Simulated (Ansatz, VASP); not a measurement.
One calculation of CdSe, two programs

File INCAR:

```
SYSTEM = CdSe
PREC = Accurate
ENCUT = 520
EDIFF = 1E-6
ISMEAR = -1
SIGMA = 0.03
LREAL = .FALSE.
LASPH = .TRUE.
NELM = 100
ALGO = Normal
ISIF = 2
LWAVE = .FALSE.
LCHARG = .TRUE.
GGA = PE
LELF = .TRUE.
LVHAR = .TRUE.
NBANDS = 16
```

File KPOINTS:

```
Automatic mesh
0
G
  8 8 8
  0 0 0
```

File POSCAR:

```
CdSe
1.0
    0.0000000000      3.1106741371      3.1106741371
    3.1106741371      0.0000000000      3.1106741371
    3.1106741371      3.1106741371      0.0000000000
Cd Se
1 1
Direct
    0.0000000000      0.0000000000      0.0000000000
    0.2500000000      0.2500000000      0.2500000000
```

Input for Ansatz:

```yaml
crystal:
  lattice:
    - [0.0, 3.1106741371, 3.1106741371]
    - [3.1106741371, 0.0, 3.1106741371]
    - [3.1106741371, 3.1106741371, 0.0]
  atoms:
    - { symbol: Cd, position: [0.0, 0.0, 0.0] }
    - { symbol: Se, position: [0.25, 0.25, 0.25] }
kpoints:
  mp_grid: { grid: [8, 8, 8] }
  band_path:
    path:
      - [0.0, 0.0, 0.0]
      - [-0.5, -0.5, 0.0]
      - [-0.375, -0.375, 0.25]
      - [-0.375, 0.0, 0.375]
      - [0.0, 0.0, 0.0]
      - [0.0, 0.0, 0.5]
      - [-0.5, -0.25, 0.25]
      - [-0.5, -0.5, 0.0]
    npoints: 5
scf:
  occupations: { method: fermi_dirac, width: 0.03 }
hamiltonian:
  xc: pbe
  pseudopotentials: { kind: all_electron, lapw: { basis_error: 0.001 } }
output:
  forces: true
  stress: true
  eigenvalues: true
```

Change from the starting cell: volume scaled by 1.04.

Alike in both runs: task single point; functional PBE; k mesh 8 × 8 × 8; occupations fermi-dirac, width 0.03 eV; no spin polarisation.

```csv
,VASP,Ansatz
version,VASP 6.6.1,Ansatz 0.2.0
potentials or method,"VASP PAW PBE potentials, release 64 (Cd, Se), cutoff 520 eV","all-electron LAPW, scalar-relativistic"
```

Ansatz gave:

```
pressure (GPa) : -0.5
```

**Question.** Estimate VASP's values.

**Answer.** Pressure (GPa): -0.3.

Ansatz ran all-electron here, and VASP with PAW potentials.
